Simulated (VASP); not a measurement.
**ZnCu: single point with r2SCAN**

Crystal: ZnCu.

```
Zn Cu
1.0
     2.97593    0.00000    0.00000
     0.00000    2.97593    0.00000
     0.00000    0.00000    2.97593
Zn Cu
1 1
Direct
  0.50000 0.50000 0.50000
  0.00000 0.00000 0.00000
```

```yaml
Program: VASP 6.6.1
Task: single point
Functional: r2SCAN
Potentials_or_basis: VASP PAW PBE potentials, release 64 (Zn, Cu)
Cutoff: 520 eV
k_mesh: 14 × 14 × 14
Occupations: gaussian, width 0.1 eV
Spin: no spin polarisation
Dipole_correction: no
Further_INCAR_settings: ALGO = Normal; EDIFF = 1e-06; NBANDS = 18
```

```json
{"Pressure": "-6.1 GPa", "Band gap on the k mesh": "zero (an odd number of electrons rules out a gap without spin polarisation)"}
```

Levels at points of the mesh, in eV from the Fermi level:
```
           k point  band 8  band 9  band 10  band 11  band 12  band 13  band 14  band 15  band 16  band 17
(0.00, 0.00, 0.00)   -3.63   -2.78    -2.78    -2.78     6.51     6.51     6.51    11.31    11.31    12.66
(0.50, 0.00, 0.00)   -3.72   -3.30    -3.30    -2.84    -2.06    12.06    12.06    12.66    12.66    13.63
(0.50, 0.50, 0.00)   -2.94   -2.94    -2.56    -1.91    -1.91     1.79     2.15    14.44    16.04    16.04
(0.50, 0.50, 0.50)   -4.31   -2.54    -2.54     4.15     4.40     4.40     4.40     4.57     4.57     4.57
```

Run time: 2.8 min on 1 thread of Intel Xeon 8259CL (shared host), peak memory 0.19 GiB.

Caveat: the cell stands under tension; the PAW data sets were made with another functional, which shifts forces and pressure a little.
